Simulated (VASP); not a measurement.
# Cu (I4/mmm) in VASP: single point with LDA

Aim: the single point of Cu with LDA.

Program: VASP 6.6.1. These are calculated values, not measurements. Logs are shortened: lines on timing, memory, paths and dates and some standing lists are left out, and cuts for length are marked.

### Step 1. The cell of the first run

The structure is tetragonal, space group I4/mmm (No. 139). Conventional cell: a = 2.633 Å, b = 2.633 Å, c = 3.507 Å, α = 90.00°, β = 90.00°, γ = 90.00°. Within 3.4 Å of Cu (site symmetry 4/mmm) lie 12 Cu at 2.56 to 2.63 Å.

### Step 2. Single point, LDA (strain +0.030 along x and y, -0.030 along z)

INCAR reads:

```
  PREC = Accurate
  ENCUT = 520
  EDIFF = 1E-7
  ISMEAR = 0
  SIGMA = 0.15
  LREAL = False
  LASPH = True
  NELM = 60
  ALGO = Fast
  ISIF = 2
  LWAVE = False
  LCHARG = False
  NBANDS = 12
```

KPOINTS reads:

```
regular mesh
0
Gamma
  22 22 22
```

POSCAR reads:

```
Cu
1.0
    0.0000000000      1.8617250000      1.7532750000
    1.8617250000      0.0000000000      1.7532750000
    1.8617250000      1.8617250000      0.0000000000
Cu
1
Direct
    0.0000000000      0.0000000000      0.0000000000
```

Potentials or basis: VASP PAW LDA potentials, release 64 (Cu).

The run is started by

```sh
$ cat potpaw_LDA.64/Cu/POTCAR > POTCAR
$ mpirun -np 1 vasp_std > vasp.out
```

OUTCAR:

```text
PREC = Accurate
   ENCUT = 520
   EDIFF = 1E-7
   ISMEAR = 0
   LREAL = False
   LASPH = True
   NELM = 60
   ISIF = 2

 ion  position               nearest neighbor table
   1  0.000  0.000  0.000-

  LATTYP: Found a body centered tetragonal cell.
 ALAT       =     2.6328767444
 C/A-ratio  =     1.3318321898

  Lattice vectors:

 A1 = (   0.0000000000,  -1.8617250000,  -1.7532750000)
 A2 = (   0.0000000000,   1.8617250000,  -1.7532750000)
 A3 = (   1.8617250000,   0.0000000000,   1.7532750000)

Analysis of symmetry for initial positions (statically):
=====================================================================
 Subroutine PRICEL returns:
 Original cell was already a primitive cell.

 Routine SETGRP: Setting up the symmetry group for a
 body centered tetragonal supercell.

 Subroutine GETGRP returns: Found 16 space group operations
 (whereof 16 operations were pure point group operations)
 out of a pool of 16 trial point group operations.

The static configuration has the point symmetry D_4h.

Analysis of symmetry for dynamics (positions and initial velocities):
=====================================================================
 Subroutine PRICEL returns:
 Original cell was already a primitive cell.

 Routine SETGRP: Setting up the symmetry group for a
 body centered tetragonal supercell.

 Subroutine GETGRP returns: Found 16 space group operations
 (whereof 16 operations were pure point group operations)
 out of a pool of 16 trial point group operations.

The dynamic configuration has the point symmetry D_4h.

 Subroutine INISYM returns: Found 16 space group operations
 (whereof 16 operations are pure point group operations),
 and found     1 'primitive' translations

----------------------------------------------------------------------------------------

                                     Primitive cell

  volume of cell :      12.1538

  direct lattice vectors                    reciprocal lattice vectors
     0.000000000  1.861725000  1.753275000    -0.268568129  0.268568129  0.285180591
     1.861725000  0.000000000  1.753275000     0.268568129 -0.268568129  0.285180591
     1.861725000  1.861725000  0.000000000     0.268568129  0.268568129 -0.285180591

  length of vectors
     2.557341041  2.557341041  2.632876744     0.474958576  0.474958576  0.474958576

  position of ions in fractional coordinates (direct lattice)
     0.000000000  0.000000000  0.000000000

  ion indices of the primitive-cell ions
   primitive index   ion index
                 1           1

----------------------------------------------------------------------------------------

 KPOINTS: regular mesh

Automatic generation of k-mesh.
 Grid dimensions read from file:
 generate k-points for:   22   22   22

 Generating k-lattice:

  Cartesian coordinates                     Fractional coordinates (reciprocal lattice)
    -0.012207642  0.012207642  0.012962754     0.045454545 -0.000000000  0.000000000
     0.012207642 -0.012207642  0.012962754    -0.000000000  0.045454545  0.000000000
     0.012207642  0.012207642 -0.012962754     0.000000000  0.000000000  0.045454545

  Length of vectors
     0.021589026  0.021589026  0.021589026

  Shift w.r.t. Gamma in fractional coordinates (k-lattice)
     0.000000000  0.000000000  0.000000000

 Subroutine IBZKPT returns following result:
 ===========================================

 Found    834 irreducible k-points:

 Following reciprocal coordinates:
            Coordinates               Weight
  0.000000  0.000000  0.000000      1.000000
  0.045455  0.000000  0.000000      8.000000
  0.090909  0.000000  0.000000      8.000000
  0.136364  0.000000  0.000000      8.000000
  0.181818  0.000000  0.000000      8.000000
  0.227273  0.000000  0.000000      8.000000
[... 16 lines left out ...]
  0.500000  0.045455  0.000000      8.000000
 -0.454545  0.045455  0.000000      8.000000
 [... further k-points ...]
   k-points           NKPTS =    834   k-points in BZ     NKDIM =    834   number of bands    NBANDS=     12
   number of dos      NEDOS =    301   number of ions     NIONS =      1
   total plane-waves  NPLWV =   8000
   dimension x,y,z NGX =    20 NGY =   20 NGZ =   20
   dimension x,y,z NGXF=    40 NGYF=   40 NGZF=   40
   ions per type =               1
   NGX,Y,Z   is equivalent  to a cutoff of  13.00, 13.00, 12.63 a.u.
   NGXF,Y,Z  is equivalent  to a cutoff of  26.00, 26.00, 25.26 a.u.
 SYSTEM =  unknown system
   PREC   = accura    normal or accurate (medium, high low for compatibility)
   ISTART =      0    job   : 0-new  1-cont  2-samecut
   ICHARG =      2    charge: 1-file 2-atom 10-const
   ISPIN  =      1    spin polarized calculation?
   LNONCOLLINEAR =      F non collinear calculations
   LSORBIT =      F    spin-orbit coupling
   LASPH  =      T    aspherical Exc in radial PAW
   ENCUT  =  520.0 eV  38.22 Ry    6.18 a.u.   4.75  4.75  4.90*2*pi/ulx,y,z
   NELM   =     60;   NELMIN=  2; NELMDL= -5     # of ELM steps
   EDIFF  = 0.1E-06   stopping-criterion for ELM
   LREAL  =      F    real-space projection
   EDIFFG = 0.1E-05   stopping-criterion for IOM
   NSW    =      0    number of steps for IOM
   IBRION =     -1    ionic relax: 0-MD 1-quasi-New 2-CG
   NFREE  =      0    steps in history (QN), initial steepest desc. (CG)
   ISIF   =      2    stress and relaxation
   ISYM   =      2    0-nonsym 1-usesym 2-fastsym
   POTIM  = 0.5000    time-step for ionic-motion
   TEBEG  =    0.0;   TEEND  =   0.0 temperature during run
   PSTRESS=    0.0 pullay stress
   NELECT =      11.0000    total number of electrons
   NUPDOWN=      -1.0000    fix difference up-down
   EMIN   =  10.00;   EMAX   =-10.00  energy-range for DOS
   EFERMI =   0.00;   METHOD = LEGACY
   ISMEAR =     0;   SIGMA  =   0.15  broadening in eV -4-tet -1-fermi 0-gaus
   EFERMI_NEDOS =   21; number of points for ismear=-14 and -15
   IALGO  =     68    algorithm
   IMIX   =      4    mixing-type and parameters
     AMIX     =   0.40;   BMIX     =  1.00
     AMIX_MAG =   1.60;   BMIX_MAG =  1.00
  volume/ion in A,a.u.               =      12.15        82.02
  Fermi-wavevector in a.u.,A,eV,Ry     =   1.583563  2.992500 34.118948  2.507672
  Thomas-Fermi vector in A             =   2.683314
   LORBIT       =      0    0 simple, 1 ext, 2 COOP (PROOUT), +10 PAW based schemes
   GGA     = CA    functional components
   LHFCALC =     F    Hartree Fock is set to
   AEXX    =    0.0000 exact exchange contribution
   IVDW    =     0    specifies the selected vdW correction
   LEPSILON=     F    determine dielectric tensor
   LRPA    =     F    only Hartree local field effects (RPA)
 non-spin polarized calculation
 RMM-DIIS sequential band-by-band and
 Gauss-broadening in eV      SIGMA  =   0.15
  energy-cutoff  :      520.00
  volume of cell :       12.15
 maximum number of plane-waves:       344
   NGX =  9   NGY =  9   NGZ =  9

 number of electron      10.9999996 magnetization

 Free energy of the ion-electron system (eV)
  ---------------------------------------------------
  ext. energy  EPLUGINS =         0.00000000
  ---------------------------------------------------
  free energy    TOTEN  =        -4.64362790 eV

  energy without entropy =       -4.64066533  energy(sigma->0) =       -4.64214662

 E-fermi :   6.9743     XC(G=0): -12.9356

 val. band max:        6.9426954116   @ k =  -0.1818   0.3182   0.2273
 cond. band min:       6.9806547223   @ k =  -0.4545  -0.0000   0.0909
 fundamental gap:      0.0379593107
 Fermi energy:         6.9743091168

 k-point     1 :       0.0000    0.0000    0.0000
  band No.  band energies     occupation
      1      -2.1481      2.00000
      2       3.9157      2.00000
      3       3.9157      2.00000
      4       4.1824      2.00000
      5       4.6542      2.00000
      6       4.9231      2.00000
      7      29.5115      0.00000
      8      31.6651      0.00000
      9      31.6651      0.00000
     10      31.8230      0.00000
     11      34.1689      0.00000
     12      34.2948      0.00000

 k-point     2 :       0.0455    0.0000    0.0000
  band No.  band energies     occupation
      1      -2.0742      2.00000
      2       3.9120      2.00000
      3       3.9297      2.00000
      4       4.1844      2.00000
      5       4.6510      2.00000
      6       4.9156      2.00000
      7      29.0618      0.00000
      8      30.6932      0.00000
      9      31.3871      0.00000
     10      31.5455      0.00000
     11      34.5514      0.00000
     12      34.6684      0.00000

 k-point     3 :       0.0909    0.0000    0.0000
  band No.  band energies     occupation
      1      -1.8539      2.00000
      2       3.8942      2.00000
      3       3.9670      2.00000
      4       4.1967      2.00000
      5       4.6459      2.00000
      6       4.8959      2.00000
      7      27.2344      0.00000
      8      30.1323      0.00000
      9      30.8129      0.00000
     10      31.0944      0.00000
     11      35.3584      0.00000
     12      35.4879      0.00000
[... 286 lines left out ...]
 k-point    23 :       0.5000    0.0455    0.0000
  band No.  band energies     occupation
      1       2.0657      2.00000
      2       3.8565      2.00000
      3       4.0917      2.00000
      4       5.0318      2.00000
      5       5.4014      2.00000
      6       6.3817      2.00000
      7      10.6447      0.00000
      8      26.9421      0.00000
      9      27.1588      0.00000
     10      29.1208      0.00000
     11      31.5536      0.00000
     12      33.0520      0.00000

 k-point    24 :      -0.4545    0.0455    0.0000
  band No.  band energies     occupation
      1       2.0472      2.00000
      2       3.8588      2.00000
      3       4.0926      2.00000
      4       5.0329      2.00000
      5       5.3686      2.00000
      6       6.2158      2.00000
      7      10.9084      0.00000
      8      27.2914      0.00000
      9      27.3057      0.00000
     10      28.5974      0.00000
     11      31.3088      0.00000
     12      33.2159      0.00000

 [... further k-points ...]
[... 5 lines left out ...]
  --------------------------------------------------------------------------------------
  -------------------------------------------------------------------------------------
  Total       -1.1952195     -1.1952195     -1.0013662      0.0000000     -0.0000000      0.0000000
  in kB     -157.5604270   -157.5604270   -132.0056160      0.0000000     -0.0000000      0.0000000
  external PRESSURE =    -149.0421566 kB  Pullay stress =       0.0000000 kB

 VOLUME and BASIS-vectors are now :
 -----------------------------------------------------------------------------
  energy-cutoff  :      520.00
  volume of cell :       12.15
      direct lattice vectors                 reciprocal lattice vectors
     0.000000000  1.861725000  1.753275000    -0.268568129  0.268568129  0.285180591
     1.861725000  0.000000000  1.753275000     0.268568129 -0.268568129  0.285180591
     1.861725000  1.861725000  0.000000000     0.268568129  0.268568129 -0.285180591

 POSITION                                       TOTAL-FORCE (eV/Angst)
 -----------------------------------------------------------------------------------
      0.00000      0.00000      0.00000        -0.000000      0.000000      0.000000
 -----------------------------------------------------------------------------------
    total drift:                                0.000000     -0.000000      0.000000

  FREE ENERGIE OF THE ION-ELECTRON SYSTEM (eV)
  ---------------------------------------------------
  free  energy   TOTEN  =        -4.6436279010 eV

  energy  without entropy=       -4.6406653341  energy(sigma->0) =       -4.64214662
```

Run time: 2.5 min. Hardware: 1 thread of Intel Xeon Platinum 8488C (Sapphire Rapids), shared host; peak memory 0.22 GiB.

What came out:

| Property | Result |
| --- | --- |
| Free energy | -4.6436 eV |
| Pressure | -14.9 GPa |

Caveat: the cell differs from its parent crystal (strain +0.030 along x and y, -0.030 along z).
